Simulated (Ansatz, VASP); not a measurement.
# One calculation of Hf, two programs

The input POSCAR:

```
Hf
1.0
   -1.8050000000      1.8050000000      1.8050000000
    1.8050000000     -1.8050000000      1.8050000000
    1.8050000000      1.8050000000     -1.8050000000
Hf
1
Direct
    0.0000000000      0.0000000000      0.0000000000
```

The input INCAR.step1:

```
ALGO = Normal ; EDIFF = 1E-5
ENCUT = 550 ; GGA = PE
GGA_COMPAT = False ; ISMEAR = -5
LASPH = True ; LCHARG = False
LREAL = False ; LWAVE = True
NBANDS = 11 ; NELM = 120
PREC = Accurate ; SIGMA = 0.05
```

The input INCAR.step2:

```
ALGO = Normal ; BPARAM = 11.95
CPARAM = 0.0093 ; EDIFF = 1E-6
ENCUT = 550 ; GGA_COMPAT = False
ISIF = 2 ; ISMEAR = -5
ISTART = 1 ; IVDW_NL = 2
LASPH = True ; LCHARG = False
LMIXTAU = True ; LREAL = False
LUSE_VDW = True ; LWAVE = False
METAGGA = R2SCAN ; NBANDS = 11
NELM = 120 ; PREC = Accurate
SIGMA = 0.05
```

Contents of KPOINTS:

```
k-points
0
Gamma
  10 10 10
```

input.yaml

```yaml
crystal:
  lattice:
    - [-1.805, 1.805, 1.805]
    - [1.805, -1.805, 1.805]
    - [1.805, 1.805, -1.805]
  atoms:
    - { symbol: Hf, position: [0.0, 0.0, 0.0] }
hamiltonian:
  xc: r2scan
  pseudopotentials: { kind: paw }
  dispersion: rvv10
kpoints:
  mp_grid: { grid: [10, 10, 10] }
scf:
  occupations: { method: tetrahedron }
output:
  forces: true
  stress: true
  write_density: true
  write_potential: true
  elf: true
  volumetric_format: npy
```

Alike in both runs: task single point; functional r2SCAN; dispersion rVV10; k mesh 10 × 10 × 10; occupations tetrahedron; no spin polarisation.

|  | VASP | Ansatz |
| --- | --- | --- |
| version | VASP 6.6.1 | Ansatz 0.2.0 |
| potentials or method | VASP PAW PBE potentials, release 64 (Hf_pv) | Ansatz PAW |
| plane-wave cutoff (eV) | 550 | 500 |
| valence electrons in the cell | 10 | 26 |

|  | VASP | Ansatz | Ansatz less VASP |
| --- | --- | --- | --- |
| gap on the k mesh at the Fermi level (eV) | none | none | - |
| pressure (GPa) | -6.6 | -6.6 | +0.04 |

VASP's potentials were made for PBE, not for r2SCAN. A gap of «none» marks a metal or a gap that the smearing closes. VASP's potentials hold 10 valence electrons a cell and Ansatz's 26, so a difference there can come from the potentials and not from the codes.

Spin-orbit coupling is off throughout.
